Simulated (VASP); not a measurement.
# SnO2 (Pnnm) in VASP: a series of runs

SnO2 is run at these levels: BLYP+D3(BJ); tasks: single point, relaxation of cell and atoms.

Program: VASP 6.6.1. These are calculated values, not measurements. Logs are shortened: lines on timing, memory, paths and dates and some standing lists are left out, and cuts for length are marked.

## (1) The cell of the first run

The typed cell holds 6 atoms: a = 4.800 Å, b = 4.803 Å, c = 3.248 Å, α = 90.00°, β = 90.00°, γ = 90.00°.

## (2) Single point, BLYP+D3(BJ)

Input file INCAR:

```
SYSTEM = SnO2
  PREC = Accurate
  ENCUT = 520
  EDIFF = 1E-7
  ISMEAR = 0
  SIGMA = 0.01
  LREAL = .FALSE.
  LASPH = .TRUE.
  NELM = 100
  ALGO = Normal
  ISIF = 2
  LWAVE = .FALSE.
  LCHARG = .TRUE.
  GGA = B5
  ALDAX = 1.0
  AGGAX = 1.0
  AGGAC = 1.0
  ALDAC = 0.0
  IVDW = 12
  VDW_S6 = 1.0
  VDW_S8 = 2.6996
  VDW_A1 = 0.4298
  VDW_A2 = 4.2359
  LELF = .TRUE.
  LVHAR = .TRUE.
  NBANDS = 35
```

Input file KPOINTS:

```
regular mesh
0
G
  6 4 6
  0 0 0
```

Input file POSCAR:

```
SnO2
1.0
    4.7997181902      0.0000000000      0.0000000000
    0.0000000000      4.8027911695      0.0000000000
    0.0000000000      0.0000000000      3.2476315239
Sn O
2 4
Direct
    0.5000000000      0.5000000000      0.5000000000
    0.0000000000      0.0000000000      0.0000000000
    0.3057766968      0.3061364988      0.0000000000
    0.8057766968      0.1938635012      0.5000000000
    0.1942233032      0.8061364988      0.5000000000
    0.6942233032      0.6938635012      0.0000000000
```

Potentials or basis: VASP PAW PBE potentials, release 64 (Sn_d, O).

On the command line:

```console
$ cat potpaw_PBE.64/Sn_d/POTCAR potpaw_PBE.64/O/POTCAR > POTCAR
$ mpirun -np 1 vasp_std > vasp.out
```

OUTCAR:

```text
SYSTEM = SnO2
   PREC = Accurate
   ENCUT = 520
   EDIFF = 1E-7
   ISMEAR = 0
   LREAL = .FALSE.
   LASPH = .TRUE.
   NELM = 100
   ISIF = 2
   GGA = B5
   IVDW = 12
 IVDW          = 12

 ion  position               nearest neighbor table
   1  0.500  0.500  0.500-   4 2.08   5 2.08   3 2.09   6 2.09   3 2.09   6 2.09
   2  0.000  0.000  0.000-   3 2.08   6 2.08   5 2.09   4 2.09   4 2.09   5 2.09
   3  0.306  0.306  0.000-   2 2.08   1 2.09   1 2.09
   4  0.806  0.194  0.500-   1 2.08   2 2.09   2 2.09
   5  0.194  0.806  0.500-   1 2.08   2 2.09   2 2.09
   6  0.694  0.694  0.000-   2 2.08   1 2.09   1 2.09

  LATTYP: Found a simple orthorhombic cell.
 ALAT       =     3.2476315239
 B/A-ratio  =     1.4779134132
 C/A-ratio  =     1.4788596348

  Lattice vectors:

 A1 = (   0.0000000000,   0.0000000000,   3.2476315239)
 A2 = (   4.7997181902,   0.0000000000,   0.0000000000)
 A3 = (   0.0000000000,   4.8027911695,   0.0000000000)

Analysis of symmetry for initial positions (statically):
=====================================================================
 Subroutine PRICEL returns:
 Original cell was already a primitive cell.

 Routine SETGRP: Setting up the symmetry group for a
 simple orthorhombic supercell.

 Subroutine GETGRP returns: Found  8 space group operations
 (whereof  4 operations were pure point group operations)
 out of a pool of  8 trial point group operations.

The static configuration has the point symmetry C_2h.
 The point group associated with its full space group is D_2h.

Analysis of symmetry for dynamics (positions and initial velocities):
=====================================================================
 Subroutine PRICEL returns:
 Original cell was already a primitive cell.

 Routine SETGRP: Setting up the symmetry group for a
 simple orthorhombic supercell.

 Subroutine GETGRP returns: Found  8 space group operations
 (whereof  4 operations were pure point group operations)
 out of a pool of  8 trial point group operations.

The dynamic configuration has the point symmetry C_2h.
 The point group associated with its full space group is D_2h.

 Subroutine INISYM returns: Found  8 space group operations
 (whereof  4 operations are pure point group operations),
 and found     1 'primitive' translations

----------------------------------------------------------------------------------------

                                     Primitive cell

  volume of cell :      74.8645

  direct lattice vectors                    reciprocal lattice vectors
     4.799718190  0.000000000  0.000000000     0.208345565  0.000000000  0.000000000
     0.000000000  4.802791169  0.000000000     0.000000000  0.208212259  0.000000000
     0.000000000  0.000000000  3.247631524     0.000000000  0.000000000  0.307916706

  length of vectors
     4.799718190  4.802791169  3.247631524     0.208345565  0.208212259  0.307916706

  position of ions in fractional coordinates (direct lattice)
     0.500000000  0.500000000  0.500000000
     0.000000000  0.000000000  0.000000000
     0.305776697  0.306136499  0.000000000
     0.805776697  0.193863501  0.500000000
     0.194223303  0.806136499  0.500000000
     0.694223303  0.693863501  0.000000000

  ion indices of the primitive-cell ions
   primitive index   ion index
                 1           1
                 2           2
                 3           3
                 4           4
                 5           5
                 6           6

----------------------------------------------------------------------------------------

 KPOINTS: regular mesh

Automatic generation of k-mesh.
 Grid dimensions read from file:
 generate k-points for:    6    4    6

 Generating k-lattice:

  Cartesian coordinates                     Fractional coordinates (reciprocal lattice)
     0.034724261  0.000000000  0.000000000     0.166666667  0.000000000  0.000000000
     0.000000000  0.052053065  0.000000000     0.000000000  0.250000000  0.000000000
     0.000000000  0.000000000  0.051319451     0.000000000  0.000000000  0.166666667

  Length of vectors
     0.034724261  0.052053065  0.051319451

  Shift w.r.t. Gamma in fractional coordinates (k-lattice)
     0.000000000  0.000000000  0.000000000

 Subroutine IBZKPT returns following result:
 ===========================================

 Found     48 irreducible k-points:

 Following reciprocal coordinates:
            Coordinates               Weight
  0.000000  0.000000  0.000000      1.000000
  0.166667  0.000000  0.000000      2.000000
  0.333333  0.000000  0.000000      2.000000
  0.500000  0.000000  0.000000      1.000000
  0.000000  0.250000  0.000000      2.000000
  0.166667  0.250000  0.000000      4.000000
[... 16 lines left out ...]
  0.333333  0.500000  0.166667      4.000000
  0.500000  0.500000  0.166667      2.000000
 [... further k-points ...]
   k-points           NKPTS =     48   k-points in BZ     NKDIM =     48   number of bands    NBANDS=     35
   number of dos      NEDOS =    301   number of ions     NIONS =      6
   total plane-waves  NPLWV =  31104
   dimension x,y,z NGX =    36 NGY =   36 NGZ =   24
   dimension x,y,z NGXF=    72 NGYF=   72 NGZF=   48
   ions per type =               2   4
   NGX,Y,Z   is equivalent  to a cutoff of  12.47, 12.46, 12.29 a.u.
   NGXF,Y,Z  is equivalent  to a cutoff of  24.94, 24.92, 24.57 a.u.
 SYSTEM =  SnO2
   PREC   = accura    normal or accurate (medium, high low for compatibility)
   ISTART =      0    job   : 0-new  1-cont  2-samecut
   ICHARG =      2    charge: 1-file 2-atom 10-const
   ISPIN  =      1    spin polarized calculation?
   LNONCOLLINEAR =      F non collinear calculations
   LSORBIT =      F    spin-orbit coupling
   LASPH  =      T    aspherical Exc in radial PAW
   ENCUT  =  520.0 eV  38.22 Ry    6.18 a.u.   8.92  8.93  6.04*2*pi/ulx,y,z
   NELM   =    100;   NELMIN=  2; NELMDL= -5     # of ELM steps
   EDIFF  = 0.1E-06   stopping-criterion for ELM
   LREAL  =      F    real-space projection
   EDIFFG = 0.1E-05   stopping-criterion for IOM
   NSW    =      0    number of steps for IOM
   IBRION =     -1    ionic relax: 0-MD 1-quasi-New 2-CG
   NFREE  =      0    steps in history (QN), initial steepest desc. (CG)
   ISIF   =      2    stress and relaxation
   ISYM   =      2    0-nonsym 1-usesym 2-fastsym
   POTIM  = 0.5000    time-step for ionic-motion
   TEBEG  =    0.0;   TEEND  =   0.0 temperature during run
   PSTRESS=    0.0 pullay stress
   NELECT =      52.0000    total number of electrons
   NUPDOWN=      -1.0000    fix difference up-down
   EMIN   =  10.00;   EMAX   =-10.00  energy-range for DOS
   EFERMI =   0.00;   METHOD = LEGACY
   ISMEAR =     0;   SIGMA  =   0.01  broadening in eV -4-tet -1-fermi 0-gaus
   EFERMI_NEDOS =   21; number of points for ismear=-14 and -15
   IALGO  =     38    algorithm
   IMIX   =      4    mixing-type and parameters
     AMIX     =   0.40;   BMIX     =  1.00
     AMIX_MAG =   1.60;   BMIX_MAG =  1.00
  volume/ion in A,a.u.               =      12.48        84.20
  Fermi-wavevector in a.u.,A,eV,Ry     =   1.449830  2.739782 28.599559  2.102008
  Thomas-Fermi vector in A             =   2.567512
   LORBIT       =      0    0 simple, 1 ext, 2 COOP (PROOUT), +10 PAW based schemes
   GGA     = B5    functional components
   LHFCALC =     F    Hartree Fock is set to
   AEXX    =    0.0000 exact exchange contribution
   IVDW    =    12    specifies the selected vdW correction
   LEPSILON=     F    determine dielectric tensor
   LRPA    =     F    only Hartree local field effects (RPA)
 non-spin polarized calculation
 Gauss-broadening in eV      SIGMA  =   0.01
  energy-cutoff  :      520.00
  volume of cell :       74.86
 maximum number of plane-waves:      2048
 NGX is ok and might be reduce to    36
   NGX = 17   NGY = 17   NGZ = 13

 number of electron      52.0000003 magnetization

 Free energy of the ion-electron system (eV)
  ---------------------------------------------------
  ext. energy  EPLUGINS =         0.00000000
  ---------------------------------------------------
  free energy    TOTEN  =       -34.82205706 eV

  energy without entropy =      -34.82205706  energy(sigma->0) =      -34.82205706

 E-fermi :   5.9772     XC(G=0): -10.5462

 val. band max:        5.9322219280   @ k =   0.0000   0.0000   0.0000
 cond. band min:       6.7173882193   @ k =   0.0000   0.0000   0.0000
 fundamental gap:      0.7851662913
 Fermi energy:         5.9771912988

 k-point     1 :       0.0000    0.0000    0.0000
  band No.  band energies     occupation
      1     -15.0627      2.00000
      2     -14.3735      2.00000
      3     -14.1938      2.00000
      4     -14.1763      2.00000
      5     -14.1762      2.00000
      6     -14.1106      2.00000
[... 27 lines left out ...]
     34      17.6279      0.00000
     35      18.4777      0.00000

 k-point     2 :       0.1667    0.0000    0.0000
  band No.  band energies     occupation
      1     -15.0245      2.00000
      2     -14.4181      2.00000
      3     -14.1931      2.00000
      4     -14.1747      2.00000
      5     -14.1746      2.00000
      6     -14.1375      2.00000
[... 27 lines left out ...]
     34      17.7507      0.00000
     35      18.4541      0.00000

 k-point     3 :       0.3333    0.0000    0.0000
  band No.  band energies     occupation
      1     -14.9138      2.00000
      2     -14.5586      2.00000
      3     -14.1906      2.00000
      4     -14.1716      2.00000
      5     -14.1714      2.00000
      6     -14.1712      2.00000
[... 27 lines left out ...]
     34      18.1466      0.00000
     35      18.4360      0.00000

 k-point     4 :       0.5000    0.0000    0.0000
  band No.  band energies     occupation
      1     -14.7463      2.00000
      2     -14.7463      2.00000
      3     -14.1852      2.00000
      4     -14.1852      2.00000
      5     -14.1699      2.00000
      6     -14.1699      2.00000
[... 27 lines left out ...]
     34      18.0206      0.00000
     35      18.4019      0.00000

 k-point     5 :       0.0000    0.2500    0.0000
  band No.  band energies     occupation
      1     -14.9775      2.00000
      2     -14.4776      2.00000
      3     -14.1921      2.00000
      4     -14.1731      2.00000
      5     -14.1730      2.00000
      6     -14.1570      2.00000
[... 638 lines left out ...]
 k-point    22 :       0.1667    0.5000    0.1667
  band No.  band energies     occupation
      1     -14.7207      2.00000
      2     -14.7207      2.00000
      3     -14.3236      2.00000
      4     -14.3236      2.00000
      5     -14.1291      2.00000
      6     -14.1291      2.00000
[... 27 lines left out ...]
     34      17.9495      0.00000
     35      18.4189      0.00000

 k-point    23 :       0.3333    0.5000    0.1667
  band No.  band energies     occupation
      1     -14.7173      2.00000
      2     -14.7173      2.00000
      3     -14.3573      2.00000
      4     -14.3573      2.00000
      5     -14.1343      2.00000
      6     -14.1343      2.00000
[... 27 lines left out ...]
     34      17.4327      0.00000
     35      18.5714      0.00000

 k-point    24 :       0.5000    0.5000    0.1667
  band No.  band energies     occupation
      1     -14.7154      2.00000
      2     -14.7154      2.00000
      3     -14.3742      2.00000
      4     -14.3742      2.00000
      5     -14.1363      2.00000
      6     -14.1363      2.00000
[... 27 lines left out ...]
     34      16.9770      0.00000
     35      18.6902      0.00000

 [... further k-points ...]

------------------------ aborting loop because EDIFF is reached ----------------------------------------

 Edisp (eV)   -2.80451

 E8    (eV) :    -1.9821

  FORCE on cell =-STRESS in cart. coord.  units (eV):
  Direction    XX          YY          ZZ          XY          YZ          ZX
  --------------------------------------------------------------------------------------
  -------------------------------------------------------------------------------------
  Total       0.38709     0.37605     0.56620     0.00000     0.00000     0.00000
  in kB       8.28423     8.04778    12.11719     0.00000     0.00000     0.00000
  external pressure =        9.48 kB  Pullay stress =        0.00 kB

 VOLUME and BASIS-vectors are now :
 -----------------------------------------------------------------------------
  energy-cutoff  :      520.00
  volume of cell :       74.86
      direct lattice vectors                 reciprocal lattice vectors
     4.799718190  0.000000000  0.000000000     0.208345565  0.000000000  0.000000000
     0.000000000  4.802791169  0.000000000     0.000000000  0.208212259  0.000000000
     0.000000000  0.000000000  3.247631524     0.000000000  0.000000000  0.307916706

 POSITION                                       TOTAL-FORCE (eV/Angst)
 -----------------------------------------------------------------------------------
      2.39986      2.40140      1.62382         0.000000      0.000000      0.000000
      0.00000      0.00000      0.00000         0.000000      0.000000      0.000000
      1.46764      1.47031      0.00000        -0.011704     -0.012047      0.000000
      3.86750      0.93109      1.62382        -0.011704      0.012047      0.000000
      0.93222      3.87171      1.62382         0.011704     -0.012047      0.000000
      3.33208      3.33248      0.00000         0.011704      0.012047     -0.000000
 -----------------------------------------------------------------------------------
    total drift:                                0.000000      0.000000      0.000000

  FREE ENERGIE OF THE ION-ELECTRON SYSTEM (eV)
  ---------------------------------------------------
  free  energy   TOTEN  =       -37.6265633609 eV

  energy  without entropy=      -37.6265633609  energy(sigma->0) =      -37.62656336
```

It took 54 s on 1 thread of Intel Xeon 6975P-C (Granite Rapids), shared host; peak memory 0.24 GiB.

What came out:

* Free energy: -37.6266 eV
* Pressure: 0.9 GPa
* Largest force: 0.017 eV/Å
* Band gap on the k mesh: 0.79 eV
* Dispersion energy per atom: -0.467 eV

Forces in eV/Å, atoms in the order of the input:
```
Sn   0.000  0.000  0.000
Sn   0.000  0.000  0.000
O   -0.012 -0.012  0.000
O   -0.012  0.012  0.000
O    0.012 -0.012  0.000
O    0.012  0.012  0.000
```

Stress tensor (GPa, compression positive):
```
0.83 0.00 0.00
0.00 0.80 0.00
0.00 0.00 1.21
```

Caveat: the PAW data sets were made with another functional, which shifts forces and pressure a little; spin-orbit coupling is left out, which moves the levels of the heavy elements.

## (3) Relaxation of cell and atoms, BLYP+D3(BJ)

This run uses another cell than the first one, of 12.59 Å³/atom.

Input file INCAR:

```
SYSTEM = SnO2
PREC = Accurate
ENCUT = 600
EDIFF = 1E-6
ISMEAR = 0
SIGMA = 0.01
LREAL = .False.
LASPH = .True.
NELM = 100
ALGO = Normal
ISIF = 3
LWAVE = .False.
LCHARG = .False.
GGA = B5
ALDAX = 1.0
AGGAX = 1.0
AGGAC = 1.0
ALDAC = 0.0
IVDW = 12
VDW_S6 = 1.0
VDW_S8 = 2.6996
VDW_A1 = 0.4298
VDW_A2 = 4.2359
IBRION = 2
NSW = 80
EDIFFG = -0.005
```

Input file KPOINTS:

```
regular mesh
0
Gamma
  6 4 6
  0 0 0
```

Input file POSCAR:

```
SnO2
1.0
    4.7880040000      0.0000000000      0.0000000000
    0.0000000000      4.8665820000      0.0000000000
    0.0000000000      0.0000000000      3.2408980000
Sn O
2 4
Direct
    0.5000000000      0.5000000000      0.5000000000
    0.0000000000      0.0000000000      0.0000000000
    0.2918550000      0.3210420000      0.0000000000
    0.7918550000      0.1789580000      0.5000000000
    0.2081450000      0.8210420000      0.5000000000
    0.7081450000      0.6789580000      0.0000000000
```

Potentials or basis: VASP PAW PBE potentials, release 64 (Sn_d, O).

On the command line:

```console
$ cat potpaw_PBE.64/Sn_d/POTCAR potpaw_PBE.64/O/POTCAR > POTCAR
$ mpirun -np 1 vasp_std > vasp.out
```

It took 13 min on 1 thread of Intel Xeon 6975P-C (Granite Rapids), shared host; peak memory 0.3 GiB.

It converged, with:

```
Free energy                           : -37.6355 eV
Relaxed volume                        : 12.53 Å³/atom
Relaxed cell                          : a = 4.804 Å, b = 4.810 Å, c = 3.254 Å, α = 90.00°, β = 90.00°, γ = 90.00°
Space group after relaxing (to 0.1 Å) : P4_2/mnm (No. 136)
Energy gained by relaxing             : 2.1 meV/atom
Ionic steps                           : 22
Pressure after relaxing               : 0.0 GPa
Band gap on the k mesh                : 0.74 eV
Dispersion energy per atom            : -0.465 eV
```

Forces on the atoms (eV/Å):
```
Sn   0.000  0.000  0.000
Sn   0.000  0.000  0.000
O    0.003  0.001  0.000
O    0.003 -0.001  0.000
O   -0.003  0.001  0.000
O   -0.003 -0.001  0.000
```

Step by step:
| step | energy change (eV) | largest force (eV/Å) | pressure (GPa) | volume (Å³) |
| --- | --- | --- | --- | --- |
| 1 | 0.0000 | 0.1023 | -0.77 | 75.52 |
| 2 | -0.0039 | 0.0437 | 0.51 | 74.86 |
| 3 | -0.0039 | 0.0449 | 0.45 | 74.88 |
| 4 | -0.0046 | 0.0606 | -0.23 | 75.11 |
| 5 | -0.0047 | 0.0526 | -0.05 | 75.06 |
| 6 | -0.0052 | 0.0431 | -0.10 | 75.07 |
| 7 | -0.0061 | 0.0557 | -0.14 | 75.12 |
| 8 | -0.0062 | 0.0762 | -0.15 | 75.15 |
| 9 | -0.0065 | 0.0744 | -0.10 | 75.13 |
| 10 | -0.0072 | 0.0688 | 0.02 | 75.09 |
| 11 | -0.0085 | 0.0593 | 0.29 | 75.01 |
| 12 | -0.0096 | 0.0385 | 0.79 | 74.84 |
| 13 | -0.0102 | 0.0249 | 0.62 | 74.91 |
| 14 | -0.0109 | 0.0086 | 0.35 | 75.02 |
| 15 | -0.0113 | 0.0363 | -0.18 | 75.24 |
| 16 | -0.0113 | 0.0335 | -0.13 | 75.22 |
| 17 | -0.0115 | 0.0295 | -0.16 | 75.23 |
| 18 | -0.0118 | 0.0174 | -0.17 | 75.25 |
| 19 | -0.0122 | 0.0073 | -0.21 | 75.30 |
| 20 | -0.0123 | 0.0094 | 0.09 | 75.17 |
| 21 | -0.0123 | 0.0098 | 0.07 | 75.17 |
| 22 | -0.0123 | 0.0027 | 0.02 | 75.18 |

Final structure:
```yaml
crystal:
  lattice:
    - [4.80379, 0.00000, 0.00000]
    - [0.00000, 4.80974, 0.00000]
    - [0.00000, 0.00000, 3.25387]
  atoms:
    - { symbol: Sn, position: [0.50000, 0.50000, 0.50000] }
    - { symbol: Sn, position: [0.00000, 0.00000, 0.00000] }
    - { symbol: O, position: [0.30535, 0.30652, 0.00000] }
    - { symbol: O, position: [0.80535, 0.19348, 0.50000] }
    - { symbol: O, position: [0.19465, 0.80652, 0.50000] }
    - { symbol: O, position: [0.69465, 0.69348, 0.00000] }
```

Levels at points of the mesh, in eV from the valence-band top:
| k point | band 24 | band 25 | band 26 | band 27 | band 28 | band 29 |
| --- | --- | --- | --- | --- | --- | --- |
| (0.00, 0.00, 0.00) | -0.72 | -0.72 | 0.00 | 0.74 | 5.69 | 6.16 |
| (0.50, 0.00, 0.00) | -1.19 | -0.58 | -0.58 | 3.93 | 3.93 | 6.88 |
| (0.00, 0.50, 0.00) | -1.19 | -0.58 | -0.58 | 3.94 | 3.94 | 6.89 |
| (0.50, 0.50, 0.00) | -1.31 | -0.83 | -0.83 | 4.30 | 4.30 | 7.24 |
| (0.00, 0.00, 0.50) | -1.51 | -1.16 | -1.16 | 5.59 | 5.59 | 9.57 |
| (0.50, 0.00, 0.50) | -1.00 | -0.71 | -0.71 | 5.85 | 5.85 | 7.85 |
| (0.00, 0.50, 0.50) | -1.01 | -0.71 | -0.71 | 5.85 | 5.85 | 7.84 |
| (0.50, 0.50, 0.50) | -0.89 | -0.76 | -0.76 | 4.40 | 4.40 | 8.80 |

Caveat: the PAW data sets were made with another functional, which shifts forces and pressure a little; spin-orbit coupling is left out, which moves the levels of the heavy elements.
